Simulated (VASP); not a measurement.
# Pt (Cmcm) in VASP: further runs, part 2 of 2

VASP 6.6.1. Earlier steps stand in the parts before.

### 3 Single point, PBEsol (strain +0.1312 x Voigt [1, 0, 0, 0, 0, 0])

Input file INCAR:

```
SYSTEM = Pt
  PREC = Accurate
  ENCUT = 520
  EDIFF = 1E-6
  ISMEAR = 0
  SIGMA = 0.15
  LREAL = .False.
  LASPH = .True.
  NELM = 100
  ALGO = Fast
  ISIF = 2
  LWAVE = .False.
  LCHARG = .False.
  GGA = PS
  NBANDS = 17
```

Input file KPOINTS:

```
Automatic mesh
0
Gamma
  18 18 10
  0 0 0
```

Input file POSCAR:

```
Pt
1.0
    3.1228649446      0.0000000000      0.0000000000
   -1.5614324723      2.3908065546      0.0000000000
    0.0000000000      0.0000000000      4.7921340000
Pt
2
Direct
    0.6666666667      0.3333333333      0.7500000000
    0.3333333333      0.6666666667      0.2500000000
```

Potentials or basis: VASP PAW PBE potentials, release 64 (Pt).

Run with:

```
$ cat potpaw_PBE.64/Pt/POTCAR > POTCAR
$ mpirun -np 1 vasp_std > vasp.out
```

OUTCAR:

```text
SYSTEM = Pt
   PREC = Accurate
   ENCUT = 520
   EDIFF = 1E-6
   ISMEAR = 0
   LREAL = .False.
   LASPH = .True.
   NELM = 100
   ISIF = 2
   GGA = PS

 ion  position               nearest neighbor table
   1  0.667  0.333  0.750-   2 2.88   2 2.88   2 2.97   2 2.97   2 2.97   2 2.97
   2  0.333  0.667  0.250-   1 2.88   1 2.88   1 2.97   1 2.97   1 2.97   1 2.97

  Warning from LATTYP: Monoclinic adjustment (A1->A3, A2->A1, A3->A2)!
  LATTYP: Found a base centered orthorhombic cell.
 ALAT       =     3.1228649446
 B/A-ratio  =     1.5311623122
 C/A-ratio  =     1.5345312990

  Lattice vectors:

 A1 = (   1.5614324723,  -2.3908065546,   0.0000000000)
 A2 = (   1.5614324723,   2.3908065546,   0.0000000000)
 A3 = (   0.0000000000,   0.0000000000,   4.7921340000)

Analysis of symmetry for initial positions (statically):
=====================================================================
 Subroutine PRICEL returns:
 Original cell was already a primitive cell.

 Routine SETGRP: Setting up the symmetry group for a
 base centered orthorhombic supercell.

 Subroutine GETGRP returns: Found  8 space group operations
 (whereof  4 operations were pure point group operations)
 out of a pool of  8 trial point group operations.

The static configuration has the point symmetry C_2h.
 The point group associated with its full space group is D_2h.

Analysis of symmetry for dynamics (positions and initial velocities):
=====================================================================
 Subroutine PRICEL returns:
 Original cell was already a primitive cell.

 Routine SETGRP: Setting up the symmetry group for a
 base centered orthorhombic supercell.

 Subroutine GETGRP returns: Found  8 space group operations
 (whereof  4 operations were pure point group operations)
 out of a pool of  8 trial point group operations.

The dynamic configuration has the point symmetry C_2h.
 The point group associated with its full space group is D_2h.

 Subroutine INISYM returns: Found  8 space group operations
 (whereof  4 operations are pure point group operations),
 and found     1 'primitive' translations

----------------------------------------------------------------------------------------

                                     Primitive cell

  volume of cell :      35.7789

  direct lattice vectors                    reciprocal lattice vectors
     3.122864945  0.000000000  0.000000000     0.320218779  0.209134444  0.000000000
    -1.561432472  2.390806555  0.000000000     0.000000000  0.418268888  0.000000000
     0.000000000  0.000000000  4.792134000     0.000000000  0.000000000  0.208675300

  length of vectors
     3.122864945  2.855525757  4.792134000     0.382462132  0.418268888  0.208675300

  position of ions in fractional coordinates (direct lattice)
     0.666666667  0.333333333  0.750000000
     0.333333333  0.666666667  0.250000000

  ion indices of the primitive-cell ions
   primitive index   ion index
                 1           1
                 2           2

----------------------------------------------------------------------------------------

 KPOINTS: Automatic mesh

Automatic generation of k-mesh.
 Grid dimensions read from file:
 generate k-points for:   18   18   10

 Generating k-lattice:

  Cartesian coordinates                     Fractional coordinates (reciprocal lattice)
     0.017789932  0.011618580  0.000000000     0.055555556  0.000000000  0.000000000
     0.000000000  0.023237160  0.000000000     0.000000000  0.055555556  0.000000000
     0.000000000  0.000000000  0.020867530     0.000000000  0.000000000  0.100000000

  Length of vectors
     0.021247896  0.023237160  0.020867530

  Shift w.r.t. Gamma in fractional coordinates (k-lattice)
     0.000000000  0.000000000  0.000000000

 Subroutine IBZKPT returns following result:
 ===========================================

 Found    546 irreducible k-points:

 Following reciprocal coordinates:
            Coordinates               Weight
  0.000000  0.000000  0.000000      1.000000
  0.055556  0.000000  0.000000      4.000000
  0.111111  0.000000  0.000000      4.000000
  0.166667  0.000000  0.000000      4.000000
  0.222222  0.000000  0.000000      4.000000
  0.277778  0.000000  0.000000      4.000000
[... 16 lines left out ...]
 -0.333333  0.055556  0.000000      4.000000
 -0.277778  0.055556  0.000000      4.000000
 [... further k-points ...]
   k-points           NKPTS =    546   k-points in BZ     NKDIM =    546   number of bands    NBANDS=     17
   number of dos      NEDOS =    301   number of ions     NIONS =      2
   total plane-waves  NPLWV =  20736
   dimension x,y,z NGX =    24 NGY =   24 NGZ =   36
   dimension x,y,z NGXF=    48 NGYF=   48 NGZF=   72
   ions per type =               2
   NGX,Y,Z   is equivalent  to a cutoff of  12.78, 13.97, 12.49 a.u.
   NGXF,Y,Z  is equivalent  to a cutoff of  25.55, 27.95, 24.98 a.u.
 SYSTEM =  Pt
   PREC   = accura    normal or accurate (medium, high low for compatibility)
   ISTART =      0    job   : 0-new  1-cont  2-samecut
   ICHARG =      2    charge: 1-file 2-atom 10-const
   ISPIN  =      1    spin polarized calculation?
   LNONCOLLINEAR =      F non collinear calculations
   LSORBIT =      F    spin-orbit coupling
   LASPH  =      T    aspherical Exc in radial PAW
   ENCUT  =  520.0 eV  38.22 Ry    6.18 a.u.   5.81  5.31  8.91*2*pi/ulx,y,z
   NELM   =    100;   NELMIN=  2; NELMDL= -5     # of ELM steps
   EDIFF  = 0.1E-05   stopping-criterion for ELM
   LREAL  =      F    real-space projection
   EDIFFG = 0.1E-04   stopping-criterion for IOM
   NSW    =      0    number of steps for IOM
   IBRION =     -1    ionic relax: 0-MD 1-quasi-New 2-CG
   NFREE  =      0    steps in history (QN), initial steepest desc. (CG)
   ISIF   =      2    stress and relaxation
   ISYM   =      2    0-nonsym 1-usesym 2-fastsym
   POTIM  = 0.5000    time-step for ionic-motion
   TEBEG  =    0.0;   TEEND  =   0.0 temperature during run
   PSTRESS=    0.0 pullay stress
   NELECT =      20.0000    total number of electrons
   NUPDOWN=      -1.0000    fix difference up-down
   EMIN   =  10.00;   EMAX   =-10.00  energy-range for DOS
   EFERMI =   0.00;   METHOD = LEGACY
   ISMEAR =     0;   SIGMA  =   0.15  broadening in eV -4-tet -1-fermi 0-gaus
   EFERMI_NEDOS =   21; number of points for ismear=-14 and -15
   IALGO  =     68    algorithm
   IMIX   =      4    mixing-type and parameters
     AMIX     =   0.40;   BMIX     =  1.00
     AMIX_MAG =   1.60;   BMIX_MAG =  1.00
  volume/ion in A,a.u.               =      17.89       120.72
  Fermi-wavevector in a.u.,A,eV,Ry     =   1.348578  2.548442 24.744395  1.818662
  Thomas-Fermi vector in A             =   2.476235
   LORBIT       =      0    0 simple, 1 ext, 2 COOP (PROOUT), +10 PAW based schemes
   GGA     = PS    functional components
   LHFCALC =     F    Hartree Fock is set to
   AEXX    =    0.0000 exact exchange contribution
   IVDW    =     0    specifies the selected vdW correction
   LEPSILON=     F    determine dielectric tensor
   LRPA    =     F    only Hartree local field effects (RPA)
 non-spin polarized calculation
 RMM-DIIS sequential band-by-band and
 Gauss-broadening in eV      SIGMA  =   0.15
  energy-cutoff  :      520.00
  volume of cell :       35.78
 maximum number of plane-waves:       980
   NGX = 11   NGY = 11   NGZ = 17

 number of electron      20.0000003 magnetization

 Free energy of the ion-electron system (eV)
  ---------------------------------------------------
  ext. energy  EPLUGINS =         0.00000000
  ---------------------------------------------------
  free energy    TOTEN  =       -13.14455261 eV

  energy without entropy =      -13.09152689  energy(sigma->0) =      -13.11803975

 E-fermi :   8.0746     XC(G=0): -12.6261

 val. band max:        8.0741808170   @ k =   0.2778   0.0556   0.2000
 cond. band min:       8.0764261280   @ k =   0.4444   0.1667   0.2000
 fundamental gap:      0.0022453110
 Fermi energy:         8.0746411728

 k-point     1 :       0.0000    0.0000    0.0000
  band No.  band energies     occupation
      1      -0.4072      2.00000
      2       2.3359      2.00000
      3       4.5369      2.00000
      4       4.9807      2.00000
      5       5.1777      2.00000
      6       6.2029      2.00000
[... 457 lines left out ...]
      4       4.6576      2.00000
      5       4.9753      2.00000
      6       5.8174      2.00000
[... 9 lines left out ...]
     16      24.1216      0.00000
     17      24.5309      0.00000

 [... further k-points ...]

------------------------ aborting loop because EDIFF is reached ----------------------------------------

  FORCE on cell =-STRESS in cart. coord.  units (eV):
  Direction    XX          YY          ZZ          XY          YZ          ZX
  --------------------------------------------------------------------------------------
  -------------------------------------------------------------------------------------
  Total       -6.7251840     -6.3328018     -6.2967790      0.0000000      0.0000000      0.0000000
  in kB     -301.1536682   -283.5827988   -281.9696997      0.0000000      0.0000000      0.0000000
  external PRESSURE =    -288.9020556 kB  Pullay stress =       0.0000000 kB

 VOLUME and BASIS-vectors are now :
 -----------------------------------------------------------------------------
  energy-cutoff  :      520.00
  volume of cell :       35.78
      direct lattice vectors                 reciprocal lattice vectors
     3.122864945  0.000000000  0.000000000     0.320218779  0.209134444  0.000000000
    -1.561432472  2.390806555  0.000000000     0.000000000  0.418268888  0.000000000
     0.000000000  0.000000000  4.792134000     0.000000000  0.000000000  0.208675300

 POSITION                                       TOTAL-FORCE (eV/Angst)
 -----------------------------------------------------------------------------------
      1.56143      0.79694      3.59410         0.000000      0.054679      0.000000
     -0.00000      1.59387      1.19803        -0.000000     -0.054679     -0.000000
 -----------------------------------------------------------------------------------
    total drift:                               -0.000000      0.000000     -0.000000

  FREE ENERGIE OF THE ION-ELECTRON SYSTEM (eV)
  ---------------------------------------------------
  free  energy   TOTEN  =       -13.1445526077 eV

  energy  without entropy=      -13.0915268914  energy(sigma->0) =      -13.11803975
```

Run time: 2 min. Hardware: 1 thread of AMD EPYC 9R45 (Zen 5), shared host; peak memory 0.34 GiB.

Results:

- Free energy: -13.1446 eV
- Pressure: -28.9 GPa
- Largest force: 0.055 eV/Å
- Band gap on the k mesh: zero (bands 10 and 11 overlap by 1.14 eV)

Forces on the atoms (eV/Å):
```
Pt   0.000  0.055  0.000
Pt   0.000 -0.055  0.000
```

Caveat: the cell differs from its parent crystal (strain +0.1312 x Voigt [1, 0, 0, 0, 0, 0]); the cell stands under tension; the PAW data sets were made with another functional, which shifts forces and pressure a little; spin-orbit coupling is left out, which moves the levels of the heavy elements.

### 4 Single point, PBEsol (strain +0.1500 x Voigt [1, 0, 0, 0, 0, 0])

Input file INCAR:

```
  PREC = Accurate
  ENCUT = 520
  EDIFF = 1E-7
  ISMEAR = 0
  SIGMA = 0.15
  LREAL = False
  LASPH = True
  NELM = 60
  ALGO = Fast
  ISIF = 2
  LWAVE = False
  LCHARG = False
  GGA = PS
  NBANDS = 17
```

Input file KPOINTS:

```
regular mesh
0
Gamma
  18 18 10
```

Input file POSCAR:

```
Pt
1.0
    3.1747654581      0.0000000000      0.0000000000
   -1.5873827291      2.3908065546      0.0000000000
    0.0000000000      0.0000000000      4.7921340000
Pt
2
Direct
    0.6666666667      0.3333333333      0.7500000000
    0.3333333333      0.6666666667      0.2500000000
```

Run with:

```
$ cat potpaw_PBE.64/Pt/POTCAR > POTCAR
$ mpirun -np 1 vasp_std > vasp.out
```

Wall time 2.5 min (1 thread of AMD EPYC 9R45 (Zen 5), shared host); peak memory 0.35 GiB.

Results (log left out):

```
Free energy            : -13.0320 eV
Pressure               : -30.2 GPa
Largest force          : 0.054 eV/Å
Band gap on the k mesh : zero (bands 10 and 11 overlap by 1.14 eV)
```

Forces in eV/Å, atoms in the order of the input:
```
Pt   0.000  0.054  0.000
Pt   0.000 -0.054  0.000
```

Stress tensor (GPa, compression positive):
```
-30.71   0.00   0.00
  0.00 -29.98   0.00
  0.00   0.00 -29.80
```

Levels at points of the mesh, in eV from the Fermi level:
| k point | band 6 | band 7 | band 8 | band 9 | band 10 | band 11 | band 12 | band 13 | band 14 | band 15 |
| --- | --- | --- | --- | --- | --- | --- | --- | --- | --- | --- |
| (0.00, 0.00, 0.00) | -1.87 | -1.71 | -1.69 | -1.41 | -0.32 | -0.08 | 0.28 | 4.60 | 14.51 | 16.73 |
| (0.50, 0.00, 0.00) | -2.29 | -2.12 | -0.33 | -0.10 | 0.20 | 1.78 | 2.80 | 6.67 | 8.16 | 8.36 |
| (0.00, 0.50, 0.00) | -1.97 | -1.52 | 0.01 | 0.29 | 0.51 | 2.42 | 3.78 | 7.95 | 8.40 | 9.32 |
| (0.00, 0.00, 0.50) | -3.03 | -1.95 | -1.95 | -0.82 | -0.82 | -0.42 | -0.42 | 12.34 | 12.34 | 14.90 |
| (0.50, 0.00, 0.50) | -1.37 | -0.71 | -0.71 | -0.08 | -0.08 | 1.55 | 1.55 | 4.88 | 4.88 | 14.03 |
| (0.00, 0.50, 0.50) | -2.03 | -0.45 | -0.45 | 0.41 | 0.41 | 2.40 | 2.40 | 6.39 | 6.39 | 12.01 |

Caveat: the cell differs from its parent crystal (strain +0.1500 x Voigt [1, 0, 0, 0, 0, 0]); the cell stands under tension; the PAW data sets were made with another functional, which shifts forces and pressure a little; spin-orbit coupling is left out, which moves the levels of the heavy elements.

### 5 Summary

| cell | further INCAR settings | gap on the mesh (eV) | pressure (GPa) | largest force (eV/Å) |
| --- | --- | --- | --- | --- |
| a = 3.071, b = 2.841, c = 4.792 Å, angles 90.0, 90.0, 122.7°, 2 atoms | ALGO = Fast; EDIFF = 1e-06; NBANDS = 17 | none | -27.4 | 0.05 |
| a = 3.123, b = 2.856, c = 4.792 Å, angles 90.0, 90.0, 123.1°, 2 atoms | ALGO = Fast; EDIFF = 1e-06; NBANDS = 17 | none | -28.9 | 0.05 |
| a = 3.175, b = 2.870, c = 4.792 Å, angles 90.0, 90.0, 123.6°, 2 atoms | ALGO = Fast; EDIFF = 1e-07; NBANDS = 17 | none | -30.2 | 0.05 |

Alike in all rows: task single point; level PBEsol; potentials or basis VASP PAW PBE potentials, release 64 (Pt); no spin polarisation; k mesh 18 × 18 × 10; cutoff (eV) 520; smearing gaussian 0.15 eV.

Caveats: the cell stands under tension; the PAW data sets were made with another functional, which shifts forces and pressure a little; spin-orbit coupling is left out, which moves the levels of the heavy elements.

Absolute energies hang on the potentials; compare differences alone.
